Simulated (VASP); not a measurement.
# C (P6_3/mmc) in VASP: further runs, part 2 of 2

VASP 6.6.1. The steps go on from the part before.

**3. Single point, LDA**

File INCAR:

```
SYSTEM = C
PREC = Accurate ; ENCUT = 520
EDIFF = 1E-6 ; ISMEAR = 0
SIGMA = 0.01 ; LREAL = .False.
LASPH = .True. ; NELM = 80
ALGO = Normal ; ISIF = 2
LWAVE = .False. ; LCHARG = .False.
NBANDS = 16
```

File KPOINTS:

```
regular mesh
0
Gamma
  9 9 6
  0 0 0
```

File POSCAR:

```
C
1.0
    2.4834374100      0.0000000000      0.0000000000
   -1.2417187050      2.1507198858      0.0000000000
    0.0000000000      0.0000000000      4.0945232323
C
4
Direct
    0.3333333333      0.6666666667     -0.0002355119
    0.6666666667      0.3333333333      0.4997644881
    0.3333333333      0.6666666667      0.3742355119
    0.6666666667      0.3333333333      0.8742355119
```

Potentials or basis: VASP PAW LDA potentials, release 64 (C).

Command:

```sh
cat potpaw_LDA.64/C/POTCAR > POTCAR
mpirun -np 1 vasp_std > vasp.out
```

OUTCAR:

```text
SYSTEM = C
   PREC = Accurate
   ENCUT = 520
   EDIFF = 1E-6
   ISMEAR = 0
   LREAL = .False.
   LASPH = .True.
   NELM = 80
   ISIF = 2

 ion  position               nearest neighbor table
   1  0.333  0.667  1.000-   4 1.52   4 1.52   4 1.52   3 1.53
   2  0.667  0.333  0.500-   3 1.52   3 1.52   3 1.52   4 1.53
   3  0.333  0.667  0.374-   2 1.52   2 1.52   2 1.52   1 1.53
   4  0.667  0.333  0.874-   1 1.52   1 1.52   1 1.52   2 1.53

  LATTYP: Found a hexagonal cell.
 ALAT       =     2.4834374100
 C/A-ratio  =     1.6487322031

  Lattice vectors:

 A1 = (   2.4834374100,   0.0000000000,   0.0000000000)
 A2 = (  -1.2417187050,   2.1507198858,   0.0000000000)
 A3 = (   0.0000000000,   0.0000000000,   4.0945232323)

Analysis of symmetry for initial positions (statically):
=====================================================================
 Subroutine PRICEL returns:
 Original cell was already a primitive cell.

 Routine SETGRP: Setting up the symmetry group for a
 hexagonal supercell.

 Subroutine GETGRP returns: Found 24 space group operations
 (whereof  6 operations were pure point group operations)
 out of a pool of 24 trial point group operations.

The static configuration has the point symmetry C_3v.
 The point group associated with its full space group is D_6h.

Analysis of symmetry for dynamics (positions and initial velocities):
=====================================================================
 Subroutine PRICEL returns:
 Original cell was already a primitive cell.

 Routine SETGRP: Setting up the symmetry group for a
 hexagonal supercell.

 Subroutine GETGRP returns: Found 24 space group operations
 (whereof  6 operations were pure point group operations)
 out of a pool of 24 trial point group operations.

The dynamic configuration has the point symmetry C_3v.
 The point group associated with its full space group is D_6h.

 Subroutine INISYM returns: Found 24 space group operations
 (whereof  6 operations are pure point group operations),
 and found     1 'primitive' translations

----------------------------------------------------------------------------------------

                                     Primitive cell

  volume of cell :      21.8696

  direct lattice vectors                    reciprocal lattice vectors
     2.483437410  0.000000000  0.000000000     0.402667688  0.232480298  0.000000000
    -1.241718705  2.150719886  0.000000000     0.000000000  0.464960596  0.000000000
     0.000000000  0.000000000  4.094523232     0.000000000  0.000000000  0.244228679

  length of vectors
     2.483437410  2.483437410  4.094523232     0.464960596  0.464960596  0.244228679

  position of ions in fractional coordinates (direct lattice)
     0.333333333  0.666666667  0.999764488
     0.666666667  0.333333333  0.499764488
     0.333333333  0.666666667  0.374235512
     0.666666667  0.333333333  0.874235512

  ion indices of the primitive-cell ions
   primitive index   ion index
                 1           1
                 2           2
                 3           3
                 4           4

----------------------------------------------------------------------------------------

[... 25 lines left out ...]
            Coordinates               Weight
  0.000000  0.000000  0.000000      1.000000
  0.111111  0.000000  0.000000      6.000000
  0.222222  0.000000  0.000000      6.000000
  0.333333  0.000000  0.000000      6.000000
  0.444444  0.000000  0.000000      6.000000
  0.111111  0.111111  0.000000      6.000000
[... 16 lines left out ...]
  0.333333  0.222222  0.166667     24.000000
  0.333333  0.333333  0.166667      4.000000
 [... further k-points ...]
   k-points           NKPTS =     48   k-points in BZ     NKDIM =     48   number of bands    NBANDS=     16
   number of dos      NEDOS =    301   number of ions     NIONS =      4
   total plane-waves  NPLWV =   9720
   dimension x,y,z NGX =    18 NGY =   18 NGZ =   30
   dimension x,y,z NGXF=    36 NGYF=   36 NGZF=   60
   ions per type =               4
   NGX,Y,Z   is equivalent  to a cutoff of  12.05, 12.05, 12.18 a.u.
   NGXF,Y,Z  is equivalent  to a cutoff of  24.10, 24.10, 24.36 a.u.
 SYSTEM =  C
   PREC   = accura    normal or accurate (medium, high low for compatibility)
   ISTART =      0    job   : 0-new  1-cont  2-samecut
   ICHARG =      2    charge: 1-file 2-atom 10-const
   ISPIN  =      1    spin polarized calculation?
   LNONCOLLINEAR =      F non collinear calculations
   LSORBIT =      F    spin-orbit coupling
   LASPH  =      T    aspherical Exc in radial PAW
   ENCUT  =  520.0 eV  38.22 Ry    6.18 a.u.   4.62  4.62  7.61*2*pi/ulx,y,z
   NELM   =     80;   NELMIN=  2; NELMDL= -5     # of ELM steps
   EDIFF  = 0.1E-05   stopping-criterion for ELM
   LREAL  =      F    real-space projection
   EDIFFG = 0.1E-04   stopping-criterion for IOM
   NSW    =      0    number of steps for IOM
   IBRION =     -1    ionic relax: 0-MD 1-quasi-New 2-CG
   NFREE  =      0    steps in history (QN), initial steepest desc. (CG)
   ISIF   =      2    stress and relaxation
   ISYM   =      2    0-nonsym 1-usesym 2-fastsym
   POTIM  = 0.5000    time-step for ionic-motion
   TEBEG  =    0.0;   TEEND  =   0.0 temperature during run
   PSTRESS=    0.0 pullay stress
   NELECT =      16.0000    total number of electrons
   NUPDOWN=      -1.0000    fix difference up-down
   EMIN   =  10.00;   EMAX   =-10.00  energy-range for DOS
   EFERMI =   0.00;   METHOD = LEGACY
   ISMEAR =     0;   SIGMA  =   0.01  broadening in eV -4-tet -1-fermi 0-gaus
   EFERMI_NEDOS =   21; number of points for ismear=-14 and -15
   IALGO  =     38    algorithm
   IMIX   =      4    mixing-type and parameters
     AMIX     =   0.40;   BMIX     =  1.00
     AMIX_MAG =   1.60;   BMIX_MAG =  1.00
  volume/ion in A,a.u.               =       5.47        36.90
  Fermi-wavevector in a.u.,A,eV,Ry     =   1.475145  2.787620 29.606992  2.176053
  Thomas-Fermi vector in A             =   2.589830
   LORBIT       =      0    0 simple, 1 ext, 2 COOP (PROOUT), +10 PAW based schemes
   GGA     = CA    functional components
   LHFCALC =     F    Hartree Fock is set to
   AEXX    =    0.0000 exact exchange contribution
   IVDW    =     0    specifies the selected vdW correction
   LEPSILON=     F    determine dielectric tensor
   LRPA    =     F    only Hartree local field effects (RPA)
 non-spin polarized calculation
 Gauss-broadening in eV      SIGMA  =   0.01
  energy-cutoff  :      520.00
  volume of cell :       21.87
 maximum number of plane-waves:       602
   NGX =  9   NGY =  9   NGZ = 15

 number of electron      15.9999995 magnetization

 Free energy of the ion-electron system (eV)
  ---------------------------------------------------
  ext. energy  EPLUGINS =         0.00000000
  ---------------------------------------------------
  free energy    TOTEN  =       -40.37715804 eV

  energy without entropy =      -40.37715804  energy(sigma->0) =      -40.37715804

 E-fermi :  10.6535     XC(G=0): -13.6713

 val. band max:       10.5856012945   @ k =   0.0000   0.0000   0.0000
 cond. band min:      13.5797668297   @ k =   0.3333   0.3333   0.0000
 fundamental gap:      2.9941655352
 Fermi energy:        10.6534843246

 k-point     1 :       0.0000    0.0000    0.0000
  band No.  band energies     occupation
      1     -11.5668      2.00000
      2      -5.5799      2.00000
      3      -3.5455      2.00000
      4       7.2936      2.00000
      5       7.2936      2.00000
      6      10.0642      2.00000
[... 433 lines left out ...]
      3      -0.8391      2.00000
      4       0.0240      2.00000
      5       0.0240      2.00000
      6       2.8764      2.00000
[... 8 lines left out ...]
     15      26.4854      0.00000
     16      26.4854      0.00000

 [... further k-points ...]

------------------------ aborting loop because EDIFF is reached ----------------------------------------

  FORCE on cell =-STRESS in cart. coord.  units (eV):
  Direction    XX          YY          ZZ          XY          YZ          ZX
  --------------------------------------------------------------------------------------
  -------------------------------------------------------------------------------------
  Total        0.2439923      0.2439923      2.2021454      0.0000000     -0.0000000      0.0000000
  in kB       17.8750112     17.8750112    161.3303848      0.0000000     -0.0000000      0.0000000
  external PRESSURE =      65.6934691 kB  Pullay stress =       0.0000000 kB

 VOLUME and BASIS-vectors are now :
 -----------------------------------------------------------------------------
  energy-cutoff  :      520.00
  volume of cell :       21.87
      direct lattice vectors                 reciprocal lattice vectors
     2.483437410  0.000000000  0.000000000     0.402667688  0.232480298  0.000000000
    -1.241718705  2.150719886  0.000000000     0.000000000  0.464960596  0.000000000
     0.000000000  0.000000000  4.094523232     0.000000000  0.000000000  0.244228679

 POSITION                                       TOTAL-FORCE (eV/Angst)
 -----------------------------------------------------------------------------------
     -0.00000      1.43381      4.09356        -0.000000     -0.000000      0.001677
      1.24172      0.71691      2.04630         0.000000      0.000000      0.001677
     -0.00000      1.43381      1.53232        -0.000000     -0.000000     -0.001677
      1.24172      0.71691      3.57958         0.000000     -0.000000     -0.001677
 -----------------------------------------------------------------------------------
    total drift:                               -0.000000      0.000000     -0.000038

  FREE ENERGIE OF THE ION-ELECTRON SYSTEM (eV)
  ---------------------------------------------------
  free  energy   TOTEN  =       -40.3771580433 eV

  energy  without entropy=      -40.3771580433  energy(sigma->0) =      -40.37715804
```

stdout:

```text
POSCAR found type information on POSCAR C
 POSCAR found :  1 types and       4 ions
 scaLAPACK will be used
 LDA part: xc-table for (Slater(with rela. corr.)+CA(PZ))
 , standard interpolation
 POSCAR, INCAR and KPOINTS ok, starting setup
 FFT: planning ... GRIDC
 FFT: planning ... GRID_SOFT
 FFT: planning ... GRID
 WAVECAR not read
 entering main loop
```

It used 7.1 s of CPU time on 1 thread of AMD EPYC 9R14 (Zen 4), with other jobs on the host.

What came out:

```
Free energy            : -40.3772 eV
Pressure               : 6.6 GPa
Band gap on the k mesh : 2.99 eV, indirect (least direct gap 4.86 eV)
```

A k mesh can miss the band edges.

**4. Single point, LDA**

File INCAR:

```
SYSTEM = C
  PREC = Accurate
  ENCUT = 520
  EDIFF = 1E-6
  ISMEAR = 0
  SIGMA = 0.01
  LREAL = .False.
  LASPH = .True.
  NELM = 100
  ALGO = Normal
  ISIF = 2
  LWAVE = .False.
  LCHARG = .True.
  GGA = CA
  LELF = .True.
  LVHAR = .True.
  NBANDS = 16
```

File KPOINTS:

```
Automatic mesh
0
Gamma
  9 9 6
  0 0 0
```

POSCAR is that of step 3.

Command:

```sh
cat potpaw_LDA.64/C/POTCAR > POTCAR
mpirun -np 1 vasp_std > vasp.out
```

It took 13 s on 1 thread of AMD EPYC 9R14 (Zen 4), shared host; peak memory 0.08 GiB.

The run converged. Its results:

```
Free energy            : -40.3772 eV
Pressure               : 6.6 GPa
Band gap on the k mesh : 2.99 eV, indirect (least direct gap 4.86 eV)
```

Stress tensor (GPa, compression positive):
```
 1.79  0.00  0.00
 0.00  1.79  0.00
 0.00  0.00 16.13
```

Levels at points of the mesh, in eV from the valence-band top:
| k point | band 4 | band 5 | band 6 | band 7 | band 8 | band 9 | band 10 | band 11 | band 12 | band 13 |
| --- | --- | --- | --- | --- | --- | --- | --- | --- | --- | --- |
| (0.00, 0.00, 0.00) | -3.29 | -3.29 | -0.52 | 0.00 | 0.00 | 4.86 | 4.86 | 5.65 | 8.49 | 9.68 |
| (0.00, 0.00, 0.50) | -7.09 | -1.98 | -1.98 | -1.98 | -1.98 | 7.26 | 7.26 | 7.26 | 7.26 | 7.83 |

A k mesh can miss the band edges. LDA gaps usually lie below the measured ones, often by a third to a half.
